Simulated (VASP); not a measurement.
# Al (Fm-3m) in VASP: further runs, part 2 of 2

VASP 6.6.1. Earlier steps stand in the parts before.

## 3. Single point, LDA

This run uses another cell than the first one, of 15.80 Å³/atom.

INCAR

```
  PREC = Accurate
  ENCUT = 500
  EDIFF = 1E-6
  ISMEAR = 0
  SIGMA = 0.1
  LREAL = F
  LASPH = T
  NELM = 120
  ALGO = Normal
  ISIF = 2
  LWAVE = F
  LCHARG = F
  GGA = CA
  NBANDS = 8
  GGA_COMPAT = F
```

KPOINTS

```
regular mesh
0
Gamma
  18 18 18
```

POSCAR

```
Al
1.0
    0.0000000000      1.9917798323      1.9917798323
    1.9917798323      0.0000000000      1.9917798323
    1.9917798323      1.9917798323      0.0000000000
Al
1
Direct
    0.0000000000      0.0000000000      0.0000000000
```

Potentials or basis: VASP PAW LDA potentials, release 64 (Al).

Run with:

```bash
> cat potpaw_LDA.64/Al/POTCAR > POTCAR
> mpirun -np 1 vasp_std > vasp.out
```

OUTCAR:

```text
PREC = Accurate
   ENCUT = 500
   EDIFF = 1E-6
   ISMEAR = 0
   LREAL = F
   LASPH = T
   NELM = 120
   ISIF = 2
   GGA = CA

 ion  position               nearest neighbor table
   1  0.000  0.000  0.000-

  LATTYP: Found a face centered cubic cell.
 ALAT       =     3.9835596646

  Lattice vectors:

 A1 = (   0.0000000000,   1.9917798323,   1.9917798323)
 A2 = (   1.9917798323,   0.0000000000,   1.9917798323)
 A3 = (   1.9917798323,   1.9917798323,   0.0000000000)

Analysis of symmetry for initial positions (statically):
=====================================================================
 Subroutine PRICEL returns:
 Original cell was already a primitive cell.

 Routine SETGRP: Setting up the symmetry group for a
 face centered cubic supercell.

 Subroutine GETGRP returns: Found 48 space group operations
 (whereof 48 operations were pure point group operations)
 out of a pool of 48 trial point group operations.

The static configuration has the point symmetry O_h .

Analysis of symmetry for dynamics (positions and initial velocities):
=====================================================================
 Subroutine PRICEL returns:
 Original cell was already a primitive cell.

 Routine SETGRP: Setting up the symmetry group for a
 face centered cubic supercell.

 Subroutine GETGRP returns: Found 48 space group operations
 (whereof 48 operations were pure point group operations)
 out of a pool of 48 trial point group operations.

The dynamic configuration has the point symmetry O_h .

 Subroutine INISYM returns: Found 48 space group operations
 (whereof 48 operations are pure point group operations),
 and found     1 'primitive' translations

----------------------------------------------------------------------------------------

                                     Primitive cell

  volume of cell :      15.8035

  direct lattice vectors                    reciprocal lattice vectors
     0.000000000  1.991779832  1.991779832    -0.251031762  0.251031762  0.251031762
     1.991779832  0.000000000  1.991779832     0.251031762 -0.251031762  0.251031762
     1.991779832  1.991779832  0.000000000     0.251031762  0.251031762 -0.251031762

  length of vectors
     2.816802052  2.816802052  2.816802052     0.434799765  0.434799765  0.434799765

  position of ions in fractional coordinates (direct lattice)
     0.000000000  0.000000000  0.000000000

  ion indices of the primitive-cell ions
   primitive index   ion index
                 1           1

----------------------------------------------------------------------------------------

 KPOINTS: regular mesh

Automatic generation of k-mesh.
 Grid dimensions read from file:
 generate k-points for:   18   18   18

 Generating k-lattice:

  Cartesian coordinates                     Fractional coordinates (reciprocal lattice)
    -0.013946209  0.013946209  0.013946209     0.055555556  0.000000000  0.000000000
     0.013946209 -0.013946209  0.013946209     0.000000000  0.055555556  0.000000000
     0.013946209  0.013946209 -0.013946209     0.000000000  0.000000000  0.055555556

  Length of vectors
     0.024155543  0.024155543  0.024155543

  Shift w.r.t. Gamma in fractional coordinates (k-lattice)
     0.000000000  0.000000000  0.000000000

 Subroutine IBZKPT returns following result:
 ===========================================

 Found    195 irreducible k-points:

 Following reciprocal coordinates:
            Coordinates               Weight
  0.000000  0.000000  0.000000      1.000000
  0.055556  0.000000  0.000000      8.000000
  0.111111  0.000000  0.000000      8.000000
  0.166667  0.000000  0.000000      8.000000
  0.222222  0.000000  0.000000      8.000000
  0.277778  0.000000  0.000000      8.000000
[... 16 lines left out ...]
 -0.277778  0.055556  0.000000     24.000000
 -0.222222  0.055556  0.000000     24.000000
 [... further k-points ...]
   k-points           NKPTS =    195   k-points in BZ     NKDIM =    195   number of bands    NBANDS=      8
   number of dos      NEDOS =    301   number of ions     NIONS =      1
   total plane-waves  NPLWV =  13824
   dimension x,y,z NGX =    24 NGY =   24 NGZ =   24
   dimension x,y,z NGXF=    48 NGYF=   48 NGZF=   48
   ions per type =               1
   NGX,Y,Z   is equivalent  to a cutoff of  14.16, 14.16, 14.16 a.u.
   NGXF,Y,Z  is equivalent  to a cutoff of  28.33, 28.33, 28.33 a.u.
 SYSTEM =  unknown system
   PREC   = accura    normal or accurate (medium, high low for compatibility)
   ISTART =      0    job   : 0-new  1-cont  2-samecut
   ICHARG =      2    charge: 1-file 2-atom 10-const
   ISPIN  =      1    spin polarized calculation?
   LNONCOLLINEAR =      F non collinear calculations
   LSORBIT =      F    spin-orbit coupling
   LASPH  =      T    aspherical Exc in radial PAW
   ENCUT  =  500.0 eV  36.75 Ry    6.06 a.u.   5.14  5.14  5.14*2*pi/ulx,y,z
   NELM   =    120;   NELMIN=  2; NELMDL= -5     # of ELM steps
   EDIFF  = 0.1E-05   stopping-criterion for ELM
   LREAL  =      F    real-space projection
   EDIFFG = 0.1E-04   stopping-criterion for IOM
   NSW    =      0    number of steps for IOM
   IBRION =     -1    ionic relax: 0-MD 1-quasi-New 2-CG
   NFREE  =      0    steps in history (QN), initial steepest desc. (CG)
   ISIF   =      2    stress and relaxation
   ISYM   =      2    0-nonsym 1-usesym 2-fastsym
   POTIM  = 0.5000    time-step for ionic-motion
   TEBEG  =    0.0;   TEEND  =   0.0 temperature during run
   PSTRESS=    0.0 pullay stress
   NELECT =       3.0000    total number of electrons
   NUPDOWN=      -1.0000    fix difference up-down
   EMIN   =  10.00;   EMAX   =-10.00  energy-range for DOS
   EFERMI =   0.00;   METHOD = LEGACY
   ISMEAR =     0;   SIGMA  =   0.10  broadening in eV -4-tet -1-fermi 0-gaus
   EFERMI_NEDOS =   21; number of points for ismear=-14 and -15
   IALGO  =     38    algorithm
   IMIX   =      4    mixing-type and parameters
     AMIX     =   0.40;   BMIX     =  1.00
     AMIX_MAG =   1.60;   BMIX_MAG =  1.00
  volume/ion in A,a.u.               =      15.80       106.65
  Fermi-wavevector in a.u.,A,eV,Ry     =   0.940872  1.777990 12.044425  0.885240
  Thomas-Fermi vector in A             =   2.068327
   LORBIT       =      0    0 simple, 1 ext, 2 COOP (PROOUT), +10 PAW based schemes
   GGA     = CA    functional components
   LHFCALC =     F    Hartree Fock is set to
   AEXX    =    0.0000 exact exchange contribution
   IVDW    =     0    specifies the selected vdW correction
   LEPSILON=     F    determine dielectric tensor
   LRPA    =     F    only Hartree local field effects (RPA)
 non-spin polarized calculation
 Gauss-broadening in eV      SIGMA  =   0.10
  energy-cutoff  :      500.00
  volume of cell :       15.80
 maximum number of plane-waves:       412
 NGX is ok and might be reduce to    24
   NGX = 11   NGY = 11   NGZ = 11

 number of electron       3.0000000 magnetization

 Free energy of the ion-electron system (eV)
  ---------------------------------------------------
  ext. energy  EPLUGINS =         0.00000000
  ---------------------------------------------------
  free energy    TOTEN  =        -4.19015827 eV

  energy without entropy =       -4.18717028  energy(sigma->0) =       -4.18866428

 E-fermi :   8.2376     XC(G=0): -10.5042

 val. band max:        8.2194555062   @ k =  -0.2778   0.2778   0.0556
 cond. band min:       8.2445441641   @ k =  -0.4444   0.3333   0.1111
 fundamental gap:      0.0250886578
 Fermi energy:         8.2375985260

 k-point     1 :       0.0000    0.0000    0.0000
  band No.  band energies     occupation
      1      -3.1542      2.00000
      2      21.0527      0.00000
      3      21.0527      0.00000
      4      21.0527      0.00000
      5      22.7083      0.00000
      6      22.7083      0.00000
      7      22.7083      0.00000
      8      25.1751      0.00000
[... 243 lines left out ...]
 k-point    24 :      -0.2222    0.0556    0.0000
  band No.  band energies     occupation
      1      -1.4704      2.00000
      2      12.1650      0.00000
      3      17.7278      0.00000
      4      20.6217      0.00000
      5      22.3911      0.00000
      6      23.5558      0.00000
      7      23.9371      0.00000
      8      26.1657      0.00000

 [... further k-points ...]

------------------------ aborting loop because EDIFF is reached ----------------------------------------

  FORCE on cell =-STRESS in cart. coord.  units (eV):
  Direction    XX          YY          ZZ          XY          YZ          ZX
  --------------------------------------------------------------------------------------
  -------------------------------------------------------------------------------------
  Total        0.0072405      0.0072405      0.0072405      0.0000000      0.0000000      0.0000000
  in kB        0.7340458      0.7340458      0.7340458      0.0000000      0.0000000      0.0000000
  external PRESSURE =       0.7340458 kB  Pullay stress =       0.0000000 kB

 VOLUME and BASIS-vectors are now :
 -----------------------------------------------------------------------------
  energy-cutoff  :      500.00
  volume of cell :       15.80
      direct lattice vectors                 reciprocal lattice vectors
     0.000000000  1.991779832  1.991779832    -0.251031762  0.251031762  0.251031762
     1.991779832  0.000000000  1.991779832     0.251031762 -0.251031762  0.251031762
     1.991779832  1.991779832  0.000000000     0.251031762  0.251031762 -0.251031762

 POSITION                                       TOTAL-FORCE (eV/Angst)
 -----------------------------------------------------------------------------------
      0.00000      0.00000      0.00000         0.000000      0.000000      0.000000
 -----------------------------------------------------------------------------------
    total drift:                               -0.000000      0.000000      0.000000

  FREE ENERGIE OF THE ION-ELECTRON SYSTEM (eV)
  ---------------------------------------------------
  free  energy   TOTEN  =        -4.1901582743 eV

  energy  without entropy=       -4.1871702800  energy(sigma->0) =       -4.18866428
```

OSZICAR:

```text
N       E                     dE             d eps       ncg     rms          rms(c)
DAV:   1    -0.280334268686E+01   -0.28033E+01   -0.88028E+02  3160   0.197E+02
DAV:   2    -0.421370178605E+01   -0.14104E+01   -0.13831E+01  4320   0.189E+01
DAV:   3    -0.421998117354E+01   -0.62794E-02   -0.62646E-02  3968   0.140E+00
DAV:   4    -0.421999130004E+01   -0.10126E-04   -0.10126E-04  4952   0.514E-02
DAV:   5    -0.421999131343E+01   -0.13392E-07   -0.13166E-07  3992   0.902E-04    0.144E+00
DAV:   6    -0.420190328468E+01    0.18088E-01   -0.23622E-03  4152   0.193E-01    0.810E-01
DAV:   7    -0.419018285021E+01    0.11720E-01   -0.59237E-03  4008   0.301E-01    0.168E-01
DAV:   8    -0.419015850563E+01    0.24345E-04   -0.18565E-05  4656   0.277E-02    0.148E-02
DAV:   9    -0.419015827433E+01    0.23130E-06   -0.13674E-07  4128   0.179E-03
   1 F= -.41901583E+01 E0= -.41886643E+01  d E =-.298799E-02
```

It took 14 s on 1 thread of Intel Xeon Platinum 8259CL at 2.50GHz (Skylake/Cascade Lake), shared host; peak memory 0.13 GiB.

Results:

* Free energy: -4.1902 eV
* Pressure: 0.1 GPa
* Band gap on the k mesh: zero (an odd number of electrons rules out a gap without spin polarisation)

## 4. Relaxation of cell and atoms, LDA

INCAR

```
PREC = Accurate
ENCUT = 500
EDIFF = 1E-7
ISMEAR = 0
SIGMA = 0.1
LREAL = False
LASPH = True
NELM = 120
ALGO = Normal
ISIF = 3
LWAVE = False
LCHARG = False
IBRION = 2
NSW = 100
EDIFFG = -0.002
GGA_COMPAT = False
NELMIN = 4
```

KPOINTS is that of step 3.

POSCAR

```
Al
1.0
    0.0000000000      2.0100000000      2.0100000000
    2.0100000000      0.0000000000      2.0100000000
    2.0100000000      2.0100000000      0.0000000000
Al
1
Direct
    0.0000000000      0.0000000000      0.0000000000
```

Run with:

```bash
> cat potpaw_LDA.64/Al/POTCAR > POTCAR
> mpirun -np 1 vasp_std > vasp.out
```

Wall time 17 s (1 thread of Intel Xeon Platinum 8259CL at 2.50GHz (Skylake/Cascade Lake), shared host); peak memory 0.13 GiB.

The run converged. Its results:

| Property | Result |
| --- | --- |
| Free energy | -4.1902 eV |
| Relaxed volume | 15.82 Å³/atom |
| Relaxed cell | a = 2.818 Å, b = 2.818 Å, c = 2.818 Å, α = 60.00°, β = 60.00°, γ = 60.00° |
| Space group after relaxing (to 0.1 Å) | Fm-3m (No. 225) |
| Energy gained by relaxing | 2.8 meV/atom |
| Ionic steps | 3 |
| Pressure after relaxing | 0.0 GPa |
| Band gap on the k mesh | zero (an odd number of electrons rules out a gap without spin polarisation) |

Step by step:
```
step  energy change (eV)  largest force (eV/Å)  pressure (GPa)  volume (Å³)
   1              0.0000                0.0000           -2.05        16.24
   2             -0.0027                0.0000            0.32        15.76
   3             -0.0028                0.0000            0.00        15.82
```

Final structure:
```
CELL_PARAMETERS angstrom
0.00000 1.99236 1.99236
1.99236 0.00000 1.99236
1.99236 1.99236 0.00000
ATOMIC_POSITIONS crystal
Al 0.00000 0.00000 0.00000
```

Levels at points of the mesh, in eV from the Fermi level:
```
           k point  band 1  band 2  band 3  band 4  band 5
(0.00, 0.00, 0.00)  -11.39   12.81   12.81   12.81   14.46
(0.50, 0.00, 0.00)   -4.71   -4.44   11.64   11.67   11.70
(0.50, 0.50, 0.00)   -2.99   -1.61    5.31    5.74    5.74
```

## 5. The runs side by side

| task | cell | k mesh | gap on the mesh (eV) | pressure (GPa) |
| --- | --- | --- | --- | --- |
| single point | a = 2.843 Å, angles 60.0°, 1 atom | 8 × 8 × 8 | none | -2.0 |
| single point | a = 2.817 Å, angles 60.0°, 1 atom | 18 × 18 × 18 | none | 0.1 |
| relaxation of cell and atoms | relaxed from a = 2.843 Å, angles 60.0°, 1 atom | 18 × 18 × 18 | none | 0.0 |

Alike in all rows: level LDA; potentials or basis VASP PAW LDA potentials, release 64 (Al); no spin polarisation; cutoff (eV) 500; smearing gaussian 0.1 eV.

Total energies depend on the potentials used, so only differences within one code and one set of settings carry meaning.

The gap in the log of VASP goes by the Fermi energy; the results here count the filled bands.